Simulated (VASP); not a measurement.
# Cu (Fm-3m) in VASP: settings compared

Cu is run at these levels: PBE, BLYP+D3(BJ), SVWN5; tasks: single point.

All numbers are computed with VASP 6.6.1; they aren't measurements. Logs are shortened: lines on timing, memory, paths and dates and some standing lists are left out, and cuts for length are marked.

### Step 1. The cell of the first run

The structure is cubic, space group Fm-3m (No. 225). The conventional cell has a = 3.615 Å, b = 3.615 Å, c = 3.615 Å, α = 90.00°, β = 90.00°, γ = 90.00°. Cu (site symmetry m-3m) has 12 Cu at 2.56 Å within 3.4 Å.

### Step 2. Single point, PBE

Contents of INCAR:

```
PREC = Accurate
ENCUT = 520
EDIFF = 1E-7
ISMEAR = 1
SIGMA = 0.1
LREAL = False
LASPH = True
ALGO = Normal
NELM = 100
ISIF = 2
LWAVE = False
LCHARG = False
```

Contents of KPOINTS:

```
k-points
0
Gamma
  11 11 11
```

Contents of POSCAR:

```
Cu
1.0
    0.0000000000      1.8075000000      1.8075000000
    1.8075000000      0.0000000000      1.8075000000
    1.8075000000      1.8075000000      0.0000000000
Cu
1
Direct
    0.0000000000      0.0000000000      0.0000000000
```

Potentials or basis: VASP PAW PBE potentials, release 64 (Cu).

The run is started by

```
cat potpaw_PBE.64/Cu/POTCAR > POTCAR
mpirun -np 1 vasp_std > vasp.out
```

OUTCAR:

```text
PREC = Accurate
   ENCUT = 520
   EDIFF = 1E-7
   ISMEAR = 1
   LREAL = False
   LASPH = True
   NELM = 100
   ISIF = 2

 Found     56 irreducible k-points:

 Following reciprocal coordinates:
            Coordinates               Weight
  0.000000  0.000000  0.000000      1.000000
  0.090909  0.000000  0.000000      8.000000
  0.181818  0.000000  0.000000      8.000000
  0.272727  0.000000  0.000000      8.000000
  0.363636  0.000000  0.000000      8.000000
  0.454545  0.000000  0.000000      8.000000
   k-points           NKPTS =     56   k-points in BZ     NKDIM =     56   number of bands    NBANDS=      9
   number of dos      NEDOS =    301   number of ions     NIONS =      1
   total plane-waves  NPLWV =   8000
   dimension x,y,z NGX =    20 NGY =   20 NGZ =   20
   dimension x,y,z NGXF=    40 NGYF=   40 NGZF=   40
   ions per type =               1
   NGX,Y,Z   is equivalent  to a cutoff of  13.01, 13.01, 13.01 a.u.
   NGXF,Y,Z  is equivalent  to a cutoff of  26.01, 26.01, 26.01 a.u.
 SYSTEM =  unknown system
   PREC   = accura    normal or accurate (medium, high low for compatibility)
   ISTART =      0    job   : 0-new  1-cont  2-samecut
   ICHARG =      2    charge: 1-file 2-atom 10-const
   ISPIN  =      1    spin polarized calculation?
   LNONCOLLINEAR =      F non collinear calculations
   LSORBIT =      F    spin-orbit coupling
   LASPH  =      T    aspherical Exc in radial PAW
   ENCUT  =  520.0 eV  38.22 Ry    6.18 a.u.   4.75  4.75  4.75*2*pi/ulx,y,z
   NELM   =    100;   NELMIN=  2; NELMDL= -5     # of ELM steps
   EDIFF  = 0.1E-06   stopping-criterion for ELM
   LREAL  =      F    real-space projection
   EDIFFG = 0.1E-05   stopping-criterion for IOM
   NSW    =      0    number of steps for IOM
   IBRION =     -1    ionic relax: 0-MD 1-quasi-New 2-CG
   NFREE  =      0    steps in history (QN), initial steepest desc. (CG)
   ISIF   =      2    stress and relaxation
   ISYM   =      2    0-nonsym 1-usesym 2-fastsym
   POTIM  = 0.5000    time-step for ionic-motion
   TEBEG  =    0.0;   TEEND  =   0.0 temperature during run

   SCALEE = 1.0000    scale energy and forces
   PSTRESS=    0.0 pullay stress
   NELECT =      11.0000    total number of electrons
   NUPDOWN=      -1.0000    fix difference up-down
   EMIN   =  10.00;   EMAX   =-10.00  energy-range for DOS
   EFERMI =   0.00;   METHOD = LEGACY
   ISMEAR =     1;   SIGMA  =   0.10  broadening in eV -4-tet -1-fermi 0-gaus
   EFERMI_NEDOS =   21; number of points for ismear=-14 and -15
   IALGO  =     38    algorithm
   IMIX   =      4    mixing-type and parameters
     AMIX     =   0.40;   BMIX     =  1.00
     AMIX_MAG =   1.60;   BMIX_MAG =  1.00
  volume/ion in A,a.u.               =      11.81        79.70
  Fermi-wavevector in a.u.,A,eV,Ry     =   1.598763  3.021224 34.777078  2.556043
  Thomas-Fermi vector in A             =   2.696162
   LORBIT       =      0    0 simple, 1 ext, 2 COOP (PROOUT), +10 PAW based schemes
   GGA     = PE    functional components
   LHFCALC =     F    Hartree Fock is set to
   AEXX    =    0.0000 exact exchange contribution
   IVDW    =     0    specifies the selected vdW correction
   LEPSILON=     F    determine dielectric tensor
   LRPA    =     F    only Hartree local field effects (RPA)

   CSHIFT  =0.1000    complex shift for real part using Kramers Kronig

   OMEGAMAX=  -1.0    maximum frequency
 non-spin polarized calculation
 Methfessel and Paxton  Order N= 1 SIGMA  =   0.10
  energy-cutoff  :      520.00
  volume of cell :       11.81
 maximum number of plane-waves:       331
   NGX =  9   NGY =  9   NGZ =  9

 number of electron      11.0000001 magnetization

 Free energy of the ion-electron system (eV)
  ---------------------------------------------------
  ext. energy  EPLUGINS =         0.00000000
  ---------------------------------------------------
  free energy    TOTEN  =        -3.73177685 eV

  energy without entropy =       -3.73233012  energy(sigma->0) =       -3.73196128

 E-fermi :   7.6301     XC(G=0): -12.7265

 val. band max:        7.5392701254   @ k =   0.4545   0.2727   0.0000
 cond. band min:       7.7818015209   @ k =   0.4545   0.3636   0.0000
 fundamental gap:      0.2425313955
 Fermi energy:         7.6301450509

 k-point     1 :       0.0000    0.0000    0.0000
  band No.  band energies     occupation
      1      -1.7663      2.00000
      2       4.5535      2.00000
      3       4.5535      2.00000
      4       4.5535      2.00000
      5       5.3753      2.00000
      6       5.3753      2.00000
      7      30.1792      0.00000
      8      32.8234      0.00000
      9      32.8234      0.00000

 k-point     2 :       0.0909    0.0000    0.0000
  band No.  band energies     occupation
      1      -1.4663      2.00000
      2       4.4920      2.00000
      3       4.6076      2.00000
      4       4.6076      2.00000
      5       5.3555      2.00000
      6       5.3555      2.00000
      7      28.1051      0.00000
      8      30.9895      0.00000
      9      32.0361      0.00000

 k-point     3 :       0.1818    0.0000    0.0000
  band No.  band energies     occupation
      1      -0.5967      2.00000
      2       4.3566      2.00000
      3       4.7038      2.00000
      4       4.7038      2.00000
      5       5.3578      2.00000
      6       5.3578      2.00000
      7      23.4472      0.00000
      8      30.5291      0.00000
      9      30.9939      0.00000

 k-point     4 :       0.2727    0.0000    0.0000
  band No.  band energies     occupation
      1       0.7053      2.00000
      2       4.3182      2.00000
      3       4.6942      2.00000
      4       4.6942      2.00000
      5       5.5115      2.00000
      6       5.5115      2.00000
      7      18.9407      0.00000
      8      29.8750      0.00000
      9      30.2499      0.00000

 k-point     5 :       0.3636    0.0000    0.0000
  band No.  band energies     occupation
      1       1.9546      2.00000
      2       4.6010      2.00000
      3       4.6010      2.00000
      4       4.8357      2.00000
      5       5.7532      2.00000
      6       5.7532      2.00000
      7      14.9276      0.00000
      8      29.1662      0.00000
      9      29.8297      0.00000

 k-point     6 :       0.4545    0.0000    0.0000
  band No.  band energies     occupation
      1       2.4623      2.00000
      2       4.5302      2.00000
      3       4.5302      2.00000
      4       5.9201      2.00000
      5       5.9201      2.00000
      6       6.2159      2.00000
      7      11.8940      0.00000
      8      28.7299      0.00000
      9      29.6708      0.00000

 [... further k-points ...]
[... 5 lines left out ...]
  --------------------------------------------------------------------------------------
  -------------------------------------------------------------------------------------
  Total        0.1485445      0.1485445      0.1485445      0.0000000     -0.0000000      0.0000000
  in kB       20.1512583     20.1512583     20.1512583      0.0000000     -0.0000000      0.0000000
  external PRESSURE =      20.1512583 kB  Pullay stress =       0.0000000 kB

 VOLUME and BASIS-vectors are now :
 -----------------------------------------------------------------------------
  energy-cutoff  :      520.00
  volume of cell :       11.81
      direct lattice vectors                 reciprocal lattice vectors
     0.000000000  1.807500000  1.807500000    -0.276625173  0.276625173  0.276625173
     1.807500000  0.000000000  1.807500000     0.276625173 -0.276625173  0.276625173
     1.807500000  1.807500000  0.000000000     0.276625173  0.276625173 -0.276625173

 POSITION                                       TOTAL-FORCE (eV/Angst)
 -----------------------------------------------------------------------------------
      0.00000      0.00000      0.00000        -0.000000      0.000000      0.000000
 -----------------------------------------------------------------------------------
    total drift:                               -0.000000     -0.000000     -0.000000

  FREE ENERGIE OF THE ION-ELECTRON SYSTEM (eV)
  ---------------------------------------------------
  free  energy   TOTEN  =        -3.7317768549 eV

  energy  without entropy=       -3.7323301198  energy(sigma->0) =       -3.73196128
```

It took 18 s on 1 thread of AMD EPYC, shared host; peak memory 0.09 GiB.

Results:

```
Free energy            : -3.7318 eV
Pressure               : 2.0 GPa
Band gap on the k mesh : zero (an odd number of electrons rules out a gap without spin polarisation)
```

### Step 3. Single point, BLYP+D3(BJ)

This run uses another cell than the first one, of 12.52 Å³/atom.

Contents of INCAR:

```
PREC = Accurate
ENCUT = 600
EDIFF = 1E-6
ISMEAR = -1
SIGMA = 0.05
LREAL = False
LASPH = True
NELM = 120
ALGO = Normal
ISIF = 2
LWAVE = False
LCHARG = True
GGA = B5
ALDAX = 1.0
AGGAX = 1.0
AGGAC = 1.0
ALDAC = 0.0
IVDW = 12
VDW_S6 = 1.0
VDW_S8 = 2.6996
VDW_A1 = 0.4298
VDW_A2 = 4.2359
LELF = True
LVHAR = True
NBANDS = 12
GGA_COMPAT = False
```

Contents of KPOINTS:

```
regular mesh
0
Gamma
  13 13 13
```

Contents of POSCAR:

```
Cu
1.0
    0.0000000000      1.8429501765      1.8429501765
    1.8429501765      0.0000000000      1.8429501765
    1.8429501765      1.8429501765      0.0000000000
Cu
1
Direct
    0.0000000000      0.0000000000      0.0000000000
```

Potentials or basis: VASP PAW PBE potentials, release 64 (Cu).

The run is started by

```
cat potpaw_PBE.64/Cu/POTCAR > POTCAR
mpirun -np 1 vasp_std > vasp.out
```

Run time: 9.5 s. Hardware: 1 thread of Intel Xeon 6975P-C (Granite Rapids), shared host; peak memory 0.15 GiB.

Results (log left out):

```
Free energy                : -4.2206 eV
Pressure                   : -14.6 GPa
Band gap on the k mesh     : zero (an odd number of electrons rules out a gap without spin polarisation)
Dispersion energy per atom : -1.240 eV
```

Levels at points of the mesh, in eV from the Fermi level:
| k point | band 4 | band 5 | band 6 | band 7 | band 8 | band 9 |
| --- | --- | --- | --- | --- | --- | --- |
| (0.00, 0.00, 0.00) | -3.13 | -2.39 | -2.39 | 22.30 | 24.08 | 24.08 |

Caveat: the cell stands under tension; the dispersion term is far too large for a dense solid, which distorts pressure and volume; the PAW data sets were made with another functional, which shifts forces and pressure a little.

### Step 4. Single point, SVWN5

This run uses another cell than the first one, of 12.28 Å³/atom.

Contents of INCAR:

```
PREC     = Accurate       # precision mode
ENCUT    = 600            # plane-wave cutoff, eV
EDIFF    = 1E-6           # SCF threshold, eV
ISMEAR   = -1             # smearing method
SIGMA    = 0.05           # smearing width, eV
LREAL    = False          # projectors in reciprocal space
LASPH    = True           # aspherical terms in the spheres
NELM     = 120            # most SCF steps
ALGO     = Normal         # electronic algorithm
ISIF     = 2              # what is computed and relaxed
LWAVE    = False          # write WAVECAR
LCHARG   = True           # write CHGCAR
GGA      = VW             # functional
LELF     = True           # ELF
LVHAR    = True         
NBANDS   = 12             # bands
GGA_COMPAT= False
```

Contents of KPOINTS:

```
Automatic mesh
0
Gamma
  13 13 13
```

Contents of POSCAR:

```
Cu
1.0
    0.0000000000      1.8312856224      1.8312856224
    1.8312856224      0.0000000000      1.8312856224
    1.8312856224      1.8312856224      0.0000000000
Cu
1
Direct
    0.0000000000      0.0000000000      0.0000000000
```

The run is started by

```
cat potpaw_PBE.64/Cu/POTCAR > POTCAR
mpirun -np 1 vasp_std > vasp.out
```

Run time: 6.7 s. Hardware: 1 thread of Intel Xeon 6975P-C (Granite Rapids), shared host; peak memory 0.13 GiB.

It converged, with:

* Free energy: -4.5873 eV
* Pressure: -16.5 GPa
* Band gap on the k mesh: zero (an odd number of electrons rules out a gap without spin polarisation)

Levels at points of the mesh, in eV from the Fermi level:
| k point | band 4 | band 5 | band 6 | band 7 | band 8 | band 9 |
| --- | --- | --- | --- | --- | --- | --- |
| (0.00, 0.00, 0.00) | -3.10 | -2.32 | -2.32 | 22.26 | 24.37 | 24.37 |

Caveat: the cell stands under tension; the PAW data sets were made with another functional, which shifts forces and pressure a little.

### Step 5. Single point, SVWN5

This run uses another cell than the first one, of 12.52 Å³/atom.

Contents of INCAR:

```
SYSTEM = Cu
ALGO = Normal
EDIFF = 1E-6
ENCUT = 600
GGA = VW
GGA_COMPAT = .False.
ISIF = 2
ISMEAR = -1
LASPH = .True.
LCHARG = .True.
LELF = .True.
LREAL = .False.
LVHAR = .True.
LWAVE = .False.
NBANDS = 12
NELM = 120
PREC = Accurate
SIGMA = 0.05
```

Contents of KPOINTS:

```
k-points
0
Gamma
  13 13 13
  0 0 0
```

Contents of POSCAR:

```
Cu
1.0
    0.0000000000      1.8429501765      1.8429501765
    1.8429501765      0.0000000000      1.8429501765
    1.8429501765      1.8429501765      0.0000000000
Cu
1
Direct
    0.0000000000      0.0000000000      0.0000000000
```

The run is started by

```
cat potpaw_PBE.64/Cu/POTCAR > POTCAR
mpirun -np 1 vasp_std > vasp.out
```

Wall time 6.2 s (1 thread of Intel Xeon 6975P-C (Granite Rapids), shared host); peak memory 0.13 GiB.

The run converged. Its results:

```yaml
Free_energy: -4.5619 eV
Pressure: -18.2 GPa
Band_gap_on_the_k_mesh: zero (an odd number of electrons rules out a gap without spin polarisation)
```

Levels at points of the mesh, in eV from the Fermi level:
```
           k point  band 2  band 3  band 4  band 5  band 6  band 7  band 8  band 9  band 10  band 11
(0.00, 0.00, 0.00)   -3.04   -3.04   -3.04   -2.28   -2.28   22.11   24.08   24.08    24.08    26.60
```

Caveat: the cell stands under tension; the PAW data sets were made with another functional, which shifts forces and pressure a little.

### Step 6. Overview

```csv
level,cell,k mesh,cutoff (eV),smearing,dipole correction,gap on the mesh (eV),pressure (GPa)
PBE,"a = 2.556 Å, angles 60.0°, 1 atom",11 × 11 × 11,520,methfessel-paxton 0.1 eV,-,none,2.0
BLYP+D3(BJ),"a = 2.606 Å, angles 60.0°, 1 atom",13 × 13 × 13,600,fermi-dirac 0.05 eV,no,none,-14.6
SVWN5,"a = 2.590 Å, angles 60.0°, 1 atom",13 × 13 × 13,600,fermi-dirac 0.05 eV,no,none,-16.5
SVWN5,"a = 2.606 Å, angles 60.0°, 1 atom",13 × 13 × 13,600,fermi-dirac 0.05 eV,no,none,-18.2
```

Alike in all rows: task single point; potentials or basis VASP PAW PBE potentials, release 64 (Cu); no spin polarisation.

Caveats: the cell stands under tension (at least some runs); the PAW data sets were made with another functional, which shifts forces and pressure a little (at least some runs); the dispersion term is far too large for a dense solid, which distorts pressure and volume (at least some runs).

Total energies depend on the potentials used, so only differences within one code and one set of settings carry meaning.

The gap in the log of VASP goes by the Fermi energy; the results here count the filled bands.